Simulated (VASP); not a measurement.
# ZrTi2C3 (I4/mmm) in VASP: a series of runs

ZrTi2C3 is run at these levels: PBE; tasks: single point.

All numbers are computed with VASP 6.6.1; they aren't measurements. Logs are shortened: lines on timing, memory, paths and dates and some standing lists are left out, and cuts for length are marked.

### Step 1. The cell of the first run

Symmetry: I4/mmm, No. 139, tetragonal system. Conventional cell: a = 3.177 Å, b = 3.177 Å, c = 13.367 Å, α = 90.00°, β = 90.00°, γ = 90.00°. Zr (site symmetry 4/mmm) has 6 C at 2.25 to 2.30 Å within 3.0 Å. Within 2.8 Å of Ti (site symmetry 4mm) lie 6 C at 2.10 to 2.28 Å. C (site symmetry 4mm) has 5 Ti at 2.10 to 2.25 Å and 1 Zr at 2.30 Å within 2.8 Å. Within 3.0 Å of C (site symmetry 4/mmm) lie 4 Zr at 2.25 Å and 2 Ti at 2.28 Å.

### Step 2. Single point, PBE

File INCAR:

```
PREC = Accurate ; ENCUT = 520
EDIFF = 1E-6 ; ISMEAR = 0
SIGMA = 0.1 ; LREAL = F
LASPH = T ; NELM = 60
ALGO = Normal ; ISIF = 2
LWAVE = F ; LCHARG = F
GGA = PE ; NBANDS = 33
```

File KPOINTS:

```
regular mesh
0
Gamma
  8 8 8
```

File POSCAR:

```
ZrTi2C3
1.0
   -1.5886337818      1.5886337818      6.6834973614
    1.5886337818     -1.5886337818      6.6834973614
    1.5886337818      1.5886337818     -6.6834973614
Zr Ti C
1 2 3
Direct
    0.0000000000      0.0000000000      0.0000000000
    0.6705901767      0.6705901767      0.0000000000
    0.3294098233      0.3294098233      0.0000000000
    0.8279857603      0.8279857603      0.0000000000
    0.5000000000      0.5000000000      0.0000000000
    0.1720142397      0.1720142397      0.0000000000
```

Potentials or basis: VASP PAW PBE potentials, release 64 (Zr_sv, Ti_sv, C).

The run is started by

```console
cat potpaw_PBE.64/Zr_sv/POTCAR potpaw_PBE.64/Ti_sv/POTCAR potpaw_PBE.64/C/POTCAR > POTCAR
mpirun -np 1 vasp_std > vasp.out
```

OUTCAR:

```text
PREC = Accurate
   ENCUT = 520
   EDIFF = 1E-6
   ISMEAR = 0
   LREAL = F
   LASPH = T
   NELM = 60
   ISIF = 2
   GGA = PE

 ion  position               nearest neighbor table
   1  0.000  0.000  0.000-   5 2.25   5 2.25   5 2.25   5 2.25   6 2.30   4 2.30   2 3.20   3 3.20
                             2 3.20   3 3.20   2 3.20   3 3.20   3 3.20   2 3.20
   2  0.671  0.671  0.000-   4 2.10   6 2.25   6 2.25   6 2.25   6 2.25   5 2.28   1 3.20   1 3.20
                             1 3.20   1 3.20
   3  0.329  0.329  0.000-   6 2.10   4 2.25   4 2.25   4 2.25   4 2.25   5 2.28   1 3.20   1 3.20
                             1 3.20   1 3.20
   4  0.828  0.828  0.000-   2 2.10   3 2.25   3 2.25   3 2.25   3 2.25   1 2.30
   5  0.500  0.500  0.000-   1 2.25   1 2.25   1 2.25   1 2.25   3 2.28   2 2.28
   6  0.172  0.172  0.000-   3 2.10   2 2.25   2 2.25   2 2.25   2 2.25   1 2.30

  LATTYP: Found a body centered tetragonal cell.
 ALAT       =     3.1772675636
 C/A-ratio  =     4.2070724153

  Lattice vectors:

 A1 = (  -1.5886337818,   1.5886337818,   6.6834973614)
 A2 = (   1.5886337818,  -1.5886337818,   6.6834973614)
 A3 = (   1.5886337818,   1.5886337818,  -6.6834973614)

Analysis of symmetry for initial positions (statically):
=====================================================================
 Subroutine PRICEL returns:
 Original cell was already a primitive cell.

 Routine SETGRP: Setting up the symmetry group for a
 body centered tetragonal supercell.

 Subroutine GETGRP returns: Found 16 space group operations
 (whereof 16 operations were pure point group operations)
 out of a pool of 16 trial point group operations.

The static configuration has the point symmetry D_4h.

Analysis of symmetry for dynamics (positions and initial velocities):
=====================================================================
 Subroutine PRICEL returns:
 Original cell was already a primitive cell.

 Routine SETGRP: Setting up the symmetry group for a
 body centered tetragonal supercell.

 Subroutine GETGRP returns: Found 16 space group operations
 (whereof 16 operations were pure point group operations)
 out of a pool of 16 trial point group operations.

The dynamic configuration has the point symmetry D_4h.

 Subroutine INISYM returns: Found 16 space group operations
 (whereof 16 operations are pure point group operations),
 and found     1 'primitive' translations

----------------------------------------------------------------------------------------

                                     Primitive cell

  volume of cell :      67.4701

  direct lattice vectors                    reciprocal lattice vectors
    -1.588633782  1.588633782  6.683497361     0.000000000  0.314735848  0.074811132
     1.588633782 -1.588633782  6.683497361     0.314735848  0.000000000  0.074811132
     1.588633782  1.588633782 -6.683497361     0.314735848  0.314735848  0.000000000

  length of vectors
     7.051003586  7.051003586  7.051003586     0.323504806  0.323504806  0.445103704

  position of ions in fractional coordinates (direct lattice)
     0.000000000  0.000000000  0.000000000
     0.670590177  0.670590177  0.000000000
     0.329409823  0.329409823  0.000000000
     0.827985760  0.827985760  0.000000000
     0.500000000  0.500000000  0.000000000
     0.172014240  0.172014240  0.000000000

  ion indices of the primitive-cell ions
   primitive index   ion index
                 1           1
                 2           2
                 3           3
                 4           4
                 5           5
                 6           6

----------------------------------------------------------------------------------------

 KPOINTS: regular mesh

Automatic generation of k-mesh.
 Grid dimensions read from file:
 generate k-points for:    8    8    8

 Generating k-lattice:

  Cartesian coordinates                     Fractional coordinates (reciprocal lattice)
     0.000000000  0.039341981  0.009351391     0.125000000  0.000000000  0.000000000
     0.039341981  0.000000000  0.009351391     0.000000000  0.125000000  0.000000000
     0.039341981  0.039341981  0.000000000     0.000000000  0.000000000  0.125000000

  Length of vectors
     0.040438101  0.040438101  0.055637963

  Shift w.r.t. Gamma in fractional coordinates (k-lattice)
     0.000000000  0.000000000  0.000000000

 Subroutine IBZKPT returns following result:
 ===========================================

 Found     59 irreducible k-points:

 Following reciprocal coordinates:
            Coordinates               Weight
  0.000000  0.000000  0.000000      1.000000
  0.125000  0.000000  0.000000      8.000000
  0.250000  0.000000  0.000000      8.000000
  0.375000  0.000000  0.000000      8.000000
  0.500000  0.000000  0.000000      4.000000
  0.125000  0.125000  0.000000      8.000000
[... 16 lines left out ...]
  0.250000  0.125000  0.125000     16.000000
  0.375000  0.125000  0.125000      8.000000
 [... further k-points ...]
   k-points           NKPTS =     59   k-points in BZ     NKDIM =     59   number of bands    NBANDS=     33
   number of dos      NEDOS =    301   number of ions     NIONS =      6
   total plane-waves  NPLWV = 157464
   dimension x,y,z NGX =    54 NGY =   54 NGZ =   54
   dimension x,y,z NGXF=   108 NGYF=  108 NGZF=  108
   ions per type =               1   2   3
   NGX,Y,Z   is equivalent  to a cutoff of  12.73, 12.73, 12.73 a.u.
   NGXF,Y,Z  is equivalent  to a cutoff of  25.46, 25.46, 25.46 a.u.
 SYSTEM =  unknown system
   PREC   = accura    normal or accurate (medium, high low for compatibility)
   ISTART =      0    job   : 0-new  1-cont  2-samecut
   ICHARG =      2    charge: 1-file 2-atom 10-const
   ISPIN  =      1    spin polarized calculation?
   LNONCOLLINEAR =      F non collinear calculations
   LSORBIT =      F    spin-orbit coupling
   LASPH  =      T    aspherical Exc in radial PAW
   ENCUT  =  520.0 eV  38.22 Ry    6.18 a.u.  13.11 13.11 13.11*2*pi/ulx,y,z
   NELM   =     60;   NELMIN=  2; NELMDL= -5     # of ELM steps
   EDIFF  = 0.1E-05   stopping-criterion for ELM
   LREAL  =      F    real-space projection
   EDIFFG = 0.1E-04   stopping-criterion for IOM
   NSW    =      0    number of steps for IOM
   IBRION =     -1    ionic relax: 0-MD 1-quasi-New 2-CG
   NFREE  =      0    steps in history (QN), initial steepest desc. (CG)
   ISIF   =      2    stress and relaxation
   ISYM   =      2    0-nonsym 1-usesym 2-fastsym
   POTIM  = 0.5000    time-step for ionic-motion
   TEBEG  =    0.0;   TEEND  =   0.0 temperature during run
   PSTRESS=    0.0 pullay stress
   NELECT =      48.0000    total number of electrons
   NUPDOWN=      -1.0000    fix difference up-down
   EMIN   =  10.00;   EMAX   =-10.00  energy-range for DOS
   EFERMI =   0.00;   METHOD = LEGACY
   ISMEAR =     0;   SIGMA  =   0.10  broadening in eV -4-tet -1-fermi 0-gaus
   EFERMI_NEDOS =   21; number of points for ismear=-14 and -15
   IALGO  =     38    algorithm
   IMIX   =      4    mixing-type and parameters
     AMIX     =   0.40;   BMIX     =  1.00
     AMIX_MAG =   1.60;   BMIX_MAG =  1.00
  volume/ion in A,a.u.               =      11.25        75.89
  Fermi-wavevector in a.u.,A,eV,Ry     =   1.461453  2.761745 29.059925  2.135844
  Thomas-Fermi vector in A             =   2.577783
   LORBIT       =      0    0 simple, 1 ext, 2 COOP (PROOUT), +10 PAW based schemes
   GGA     = PE    functional components
   LHFCALC =     F    Hartree Fock is set to
   AEXX    =    0.0000 exact exchange contribution
   IVDW    =     0    specifies the selected vdW correction
   LEPSILON=     F    determine dielectric tensor
   LRPA    =     F    only Hartree local field effects (RPA)
 non-spin polarized calculation
 Gauss-broadening in eV      SIGMA  =   0.10
  energy-cutoff  :      520.00
  volume of cell :       67.47
 maximum number of plane-waves:      1848
 NGX is ok and might be reduce to    54
   NGX = 27   NGY = 27   NGZ = 27

 number of electron      47.9999998 magnetization

 Free energy of the ion-electron system (eV)
  ---------------------------------------------------
  ext. energy  EPLUGINS =         0.00000000
  ---------------------------------------------------
  free energy    TOTEN  =       -56.41878080 eV

  energy without entropy =      -56.41596030  energy(sigma->0) =      -56.41737055

 E-fermi :   9.3242     XC(G=0): -12.4073

 val. band max:        9.3107138066   @ k =  -0.1250   0.1250   0.0000
 cond. band min:       9.3242463857   @ k =  -0.1250   0.1250   0.0000
 fundamental gap:      0.0135325791
 Fermi energy:         9.3242371933

 k-point     1 :       0.0000    0.0000    0.0000
  band No.  band energies     occupation
      1     -47.4548      2.00000
      2     -47.4123      2.00000
      3     -38.3442      2.00000
      4     -23.7627      2.00000
      5     -23.6603      2.00000
      6     -23.6603      2.00000
[... 25 lines left out ...]
     32      11.5188      0.00000
     33      12.8954      0.00000

 k-point     2 :       0.1250    0.0000    0.0000
  band No.  band energies     occupation
      1     -47.4510      2.00000
      2     -47.4117      2.00000
      3     -38.3353      2.00000
      4     -23.7626      2.00000
      5     -23.6965      2.00000
      6     -23.6538      2.00000
[... 25 lines left out ...]
     32      12.2606      0.00000
     33      12.8483      0.00000

 k-point     3 :       0.2500    0.0000    0.0000
  band No.  band energies     occupation
      1     -47.4412      2.00000
      2     -47.4111      2.00000
      3     -38.3136      2.00000
      4     -23.7763      2.00000
      5     -23.7662      2.00000
      6     -23.6369      2.00000
[... 25 lines left out ...]
     32      13.3190      0.00000
     33      13.3252      0.00000

 k-point     4 :       0.3750    0.0000    0.0000
  band No.  band energies     occupation
      1     -47.4290      2.00000
      2     -47.4127      2.00000
      3     -38.2919      2.00000
      4     -23.8257      2.00000
      5     -23.8174      2.00000
      6     -23.6319      2.00000
[... 673 lines left out ...]
     32      13.5284      0.00000
     33      14.0098      0.00000

 k-point    23 :       0.2500    0.1250    0.1250
  band No.  band energies     occupation
      1     -47.4192      2.00000
      2     -47.4076      2.00000
      3     -38.2618      2.00000
      4     -23.8011      2.00000
      5     -23.7992      2.00000
      6     -23.7028      2.00000
[... 25 lines left out ...]
     32      13.5842      0.00000
     33      14.0943      0.00000

 k-point    24 :       0.3750    0.1250    0.1250
  band No.  band energies     occupation
      1     -47.4112      2.00000
      2     -47.4112      2.00000
      3     -38.2528      2.00000
      4     -23.8223      2.00000
      5     -23.8213      2.00000
      6     -23.6760      2.00000
[... 25 lines left out ...]
     32      13.7870      0.00000
     33      14.2103      0.00000

 [... further k-points ...]
[... 5 lines left out ...]
  --------------------------------------------------------------------------------------
  -------------------------------------------------------------------------------------
  Total        0.0053954      0.0053954      0.1575134      0.0000000     -0.0000000      0.0000000
  in kB        0.1281217      0.1281217      3.7403887      0.0000000     -0.0000000      0.0000000
  external PRESSURE =       1.3322107 kB  Pullay stress =       0.0000000 kB

 VOLUME and BASIS-vectors are now :
 -----------------------------------------------------------------------------
  energy-cutoff  :      520.00
  volume of cell :       67.47
      direct lattice vectors                 reciprocal lattice vectors
    -1.588633782  1.588633782  6.683497361     0.000000000  0.314735848  0.074811132
     1.588633782 -1.588633782  6.683497361     0.314735848  0.000000000  0.074811132
     1.588633782  1.588633782 -6.683497361     0.314735848  0.314735848  0.000000000

 POSITION                                       TOTAL-FORCE (eV/Angst)
 -----------------------------------------------------------------------------------
      0.00000      0.00000      0.00000         0.000000      0.000000      0.000000
      0.00000      0.00000      8.96378        -0.000000     -0.000000     -0.036726
      0.00000      0.00000      4.40322        -0.000000     -0.000000      0.036726
      0.00000      0.00000     11.06768         0.000000      0.000000     -0.016843
      0.00000      0.00000      6.68350         0.000000      0.000000      0.000000
      0.00000      0.00000      2.29931        -0.000000     -0.000000      0.016843
 -----------------------------------------------------------------------------------
    total drift:                               -0.000000     -0.000000      0.000000

  FREE ENERGIE OF THE ION-ELECTRON SYSTEM (eV)
  ---------------------------------------------------
  free  energy   TOTEN  =       -56.4187807993 eV

  energy  without entropy=      -56.4159603011  energy(sigma->0) =      -56.41737055
```

It took 9.4 min on 1 thread of Intel Xeon Platinum 8259CL at 2.50GHz (Skylake/Cascade Lake), shared host; peak memory 0.46 GiB.

What came out:

- Free energy: -56.4188 eV
- Pressure: 0.1 GPa
- Largest force: 0.037 eV/Å
- Band gap on the k mesh: zero (bands 24 and 25 overlap by 1.14 eV)

Forces in eV/Å, atoms in the order of the input:
```
Zr   0.000  0.000  0.000
Ti   0.000  0.000 -0.037
Ti   0.000  0.000  0.037
C    0.000  0.000 -0.017
C    0.000  0.000  0.000
C    0.000  0.000  0.017
```

(Continued in part 2 of 2.)

The gap in the log of VASP goes by the Fermi energy; the results here count the filled bands.